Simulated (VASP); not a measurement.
Input of a VASP 6.6.1 run:

POSCAR

```
SiS2
1.0
   -2.7820000000      4.7725000000      2.7760000000
    2.7820000000     -4.7725000000      2.7760000000
    2.7820000000      4.7725000000     -2.7760000000
S Si
4 2
Direct
    0.3818000000      0.7088000000      0.0906000000
    0.6182000000      0.2912000000      0.9094000000
    0.8818000000      0.7912000000      0.6730000000
    0.1182000000      0.2088000000      0.3270000000
    0.2500000000      0.2500000000      0.0000000000
    0.7500000000      0.7500000000      0.0000000000
```

The input INCAR.step1:

```
SYSTEM = SiS2
PREC = Accurate
ENCUT = 550
ISMEAR = -1
SIGMA = 0.05
LREAL = .False.
LASPH = .True.
NELM = 120
NBANDS = 25
GGA = PE
ALGO = Normal
EDIFF = 1E-5
LWAVE = .True.
LCHARG = .False.
GGA_COMPAT = .False.
```

Contents of INCAR.step2:

```
SYSTEM = SiS2
PREC = Accurate
ENCUT = 550
EDIFF = 1E-6
ISMEAR = -1
SIGMA = 0.05
LREAL = .False.
LASPH = .True.
NELM = 120
ALGO = Normal
ISIF = 2
LWAVE = .False.
LCHARG = .False.
METAGGA = R2SCAN
LMIXTAU = .True.
NBANDS = 25
ISTART = 1
GGA_COMPAT = .False.
```

The input KPOINTS:

```
Automatic mesh
0
Gamma
  7 7 7
  0 0 0
```

Potentials or basis: VASP PAW PBE potentials, release 64 (S, Si).

Launch:

```sh
$ cat potpaw_PBE.64/S/POTCAR potpaw_PBE.64/Si/POTCAR > POTCAR
$ cp INCAR.step1 INCAR
$ mpirun -np 1 vasp_std > vasp.out
$ cp INCAR.step2 INCAR
$ mpirun -np 1 vasp_std > vasp.out
```

Task: Predict the largest force.

Result: 0.046 eV/Å.

Task: Predict the band gap on the k mesh.

Result: 3.18 eV (least direct gap 3.57 eV).

Task: What does it give for the pressure?

Result: 0.3 GPa.

Forces in eV/Å, atoms in the order of the input:
```
S   -0.027  0.037  0.000
S    0.027 -0.037  0.000
S    0.027  0.037  0.000
S   -0.027 -0.037  0.000
Si   0.000  0.000  0.000
Si   0.000  0.000  0.000
```

Caveat: the PAW data sets were made with another functional, which shifts forces and pressure a little. r2SCAN opens gaps a little over a GGA but as a rule still falls short of measured ones.
